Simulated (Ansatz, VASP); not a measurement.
Two plane-wave programs on Cs3Y2I9

The input INCAR:

```
  PREC = Accurate
  ENCUT = 400
  EDIFF = 1E-8
  ISMEAR = -1
  SIGMA = 0.02
  LREAL = F
  LASPH = T
  NELM = 120
  ALGO = Normal
  ISIF = 2
  LWAVE = F
  LCHARG = F
  GGA = PE
  LEFG = T
  NBANDS = 132
  GGA_COMPAT = F
  KPAR = 4
```

File KPOINTS:

```
Automatic mesh
0
Gamma
  4 4 2
```

File POSCAR:

```
Cs3Y2I9
1.0
    8.4060000000      0.0000000000      0.0000000000
   -4.2030000000      7.2798095442      0.0000000000
    0.0000000000      0.0000000000     21.2800000000
Cs Y I
6 4 18
Direct
    0.0000000000      0.0000000000      0.2500000000
    0.0000000000      0.0000000000      0.7500000000
    0.3333333333      0.6666666667      0.0682904749
    0.6666666667      0.3333333333      0.5682904749
    0.3333333333      0.6666666667      0.4317095251
    0.6666666667      0.3333333333      0.9317095251
    0.6666666667      0.3333333333      0.1555121837
    0.3333333333      0.6666666667      0.6555121837
    0.6666666667      0.3333333333      0.3444878163
    0.3333333333      0.6666666667      0.8444878163
    0.5017320268      0.0034640537      0.2500000000
    0.4982679732      0.5017320268      0.7500000000
    0.9965359463      0.4982679732      0.2500000000
    0.4982679732      0.9965359463      0.7500000000
    0.5017320268      0.4982679732      0.2500000000
    0.0034640537      0.5017320268      0.7500000000
    0.8379378985      0.6758757971      0.0839685303
    0.1620621015      0.8379378985      0.5839685303
    0.3241242029      0.1620621015      0.0839685303
    0.1620621015      0.3241242029      0.5839685303
    0.8379378985      0.1620621015      0.0839685303
    0.6758757971      0.8379378985      0.5839685303
    0.3241242029      0.1620621015      0.4160314697
    0.1620621015      0.8379378985      0.9160314697
    0.8379378985      0.6758757971      0.4160314697
    0.6758757971      0.8379378985      0.9160314697
    0.8379378985      0.1620621015      0.4160314697
    0.1620621015      0.3241242029      0.9160314697
```

Input for Ansatz:

```yaml
crystal:
  lattice:
    - [8.406, 0.0, 0.0]
    - [-4.203, 7.2798095442, 0.0]
    - [0.0, 0.0, 21.28]
  atoms:
    - { symbol: Cs, position: [0.0, 0.0, 0.25] }
    - { symbol: Cs, position: [0.0, 0.0, 0.75] }
    - { symbol: Cs, position: [0.3333333333, 0.6666666667, 0.0682904749] }
    - { symbol: Cs, position: [0.6666666667, 0.3333333333, 0.5682904749] }
    - { symbol: Cs, position: [0.3333333333, 0.6666666667, 0.4317095251] }
    - { symbol: Cs, position: [0.6666666667, 0.3333333333, 0.9317095251] }
    - { symbol: "Y", position: [0.6666666667, 0.3333333333, 0.1555121837] }
    - { symbol: "Y", position: [0.3333333333, 0.6666666667, 0.6555121837] }
    - { symbol: "Y", position: [0.6666666667, 0.3333333333, 0.3444878163] }
    - { symbol: "Y", position: [0.3333333333, 0.6666666667, 0.8444878163] }
    - { symbol: I, position: [0.5017320268, 0.0034640537, 0.25] }
    - { symbol: I, position: [0.4982679732, 0.5017320268, 0.75] }
    - { symbol: I, position: [0.9965359463, 0.4982679732, 0.25] }
    - { symbol: I, position: [0.4982679732, 0.9965359463, 0.75] }
    - { symbol: I, position: [0.5017320268, 0.4982679732, 0.25] }
    - { symbol: I, position: [0.0034640537, 0.5017320268, 0.75] }
    - { symbol: I, position: [0.8379378985, 0.6758757971, 0.0839685303] }
    - { symbol: I, position: [0.1620621015, 0.8379378985, 0.5839685303] }
    - { symbol: I, position: [0.3241242029, 0.1620621015, 0.0839685303] }
    - { symbol: I, position: [0.1620621015, 0.3241242029, 0.5839685303] }
    - { symbol: I, position: [0.8379378985, 0.1620621015, 0.0839685303] }
    - { symbol: I, position: [0.6758757971, 0.8379378985, 0.5839685303] }
    - { symbol: I, position: [0.3241242029, 0.1620621015, 0.4160314697] }
    - { symbol: I, position: [0.1620621015, 0.8379378985, 0.9160314697] }
    - { symbol: I, position: [0.8379378985, 0.6758757971, 0.4160314697] }
    - { symbol: I, position: [0.6758757971, 0.8379378985, 0.9160314697] }
    - { symbol: I, position: [0.8379378985, 0.1620621015, 0.4160314697] }
    - { symbol: I, position: [0.1620621015, 0.3241242029, 0.9160314697] }
kpoints:
  mp_grid: { grid: [4, 4, 2] }
scf:
  occupations: { method: fermi_dirac, width: 0.02 }
  mixing: { algorithm: anderson, beta: 0.2 }
hamiltonian:
  xc: pbe
  pseudopotentials: { kind: paw, source: ansatz }
output:
  forces: true
  stress: true
  populations: true
  efg:
    quadrupole_moments_barn: { Cs: -0.00343, I: -0.68822 }
    contact_densities: true
```

Alike in both runs: task electric field gradients; functional PBE; k mesh 4 × 4 × 2; occupations fermi-dirac, width 0.02 eV; no spin polarisation.

```csv
,VASP,Ansatz
version,VASP 6.6.1,Ansatz 0.2.0
potentials or method,"VASP PAW PBE potentials, release 64 (Cs_sv, Y_sv, I)",scalar-relativistic
plane-wave cutoff (eV),400,520
valence electrons in the cell,224,404
```

```tsv
	VASP	Ansatz	Ansatz less VASP
gap on the k mesh at the Fermi level (eV)	2.54	2.55	+0.003
pressure (GPa)	0.7	0.7	+0.01
size of Vzz on the site where it differs most (V/Å²)	142.5	150.4	+7.92
```

The functional is the same, so the differences come from potentials, cutoffs and numerics. VASP's potentials hold 224 valence electrons a cell and Ansatz's 404, so a difference there can come from the potentials and not from the codes.

Spin-orbit coupling is off throughout.
